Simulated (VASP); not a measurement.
Input of a VASP 6.6.1 run:

Contents of INCAR:

```
SYSTEM = GaSb3
ALGO     = Normal         ! electronic algorithm
EDIFF    = 1E-7           ! SCF threshold, eV
ENCUT    = 520            ! plane-wave cutoff, eV
GGA      = PS             ! functional
ISIF     = 2              ! what is computed and relaxed
ISMEAR   = 0              ! smearing method
LASPH    = .True.         ! aspherical terms in the spheres
LCHARG   = .False.        ! write CHGCAR
LREAL    = .False.        ! projectors in reciprocal space
LWAVE    = .False.        ! write WAVECAR
NBANDS   = 22             ! bands
NELM     = 80             ! most SCF steps
PREC     = Accurate       ! precision mode
SIGMA    = 0.15           ! smearing width, eV
```

Contents of KPOINTS:

```
k-points
0
Gamma
  10 10 10
  0 0 0
```

POSCAR

```
GaSb3
1.0
   -0.0971837661      3.6466703981      3.9139713383
    3.5494866320      0.0000000000      3.8167875722
    3.6466703981      3.6466703981     -0.0971837661
Ga Sb
1 3
Direct
    0.0000000000      0.0000000000      0.0000000000
    0.2500000000      0.2500000000      0.2500000000
    0.7500000000      0.7500000000      0.7500000000
    0.5000000000      0.5000000000      0.5000000000
```

Potentials or basis: VASP PAW PBE potentials, release 64 (Ga_d, Sb).

Command:

```bash
$ cat potpaw_PBE.64/Ga_d/POTCAR potpaw_PBE.64/Sb/POTCAR > POTCAR
$ mpirun -np 1 vasp_std > vasp.out
```

Task: What does it give for the largest force?

Result: 0.092 eV/Å.

Task: What does it give for the pressure?

Result: -3.2 GPa.

Task: What does it give for the band gap on the k mesh?

Result: Zero (band 14 reaches 9.07 eV, above the bottom of band 15 at 5.08 eV).

Forces in eV/Å, atoms in the order of the input:
```
Ga   0.000  0.000  0.000
Sb   0.000 -0.092  0.000
Sb   0.000  0.092  0.000
Sb   0.000  0.000  0.000
```

Caveat: the cell differs from its parent crystal (engineering shear strain xz -0.0533, normal strain along z +0.0733); the PAW data sets were made with another functional, which shifts forces and pressure a little; spin-orbit coupling is left out, which moves the levels of the heavy elements.
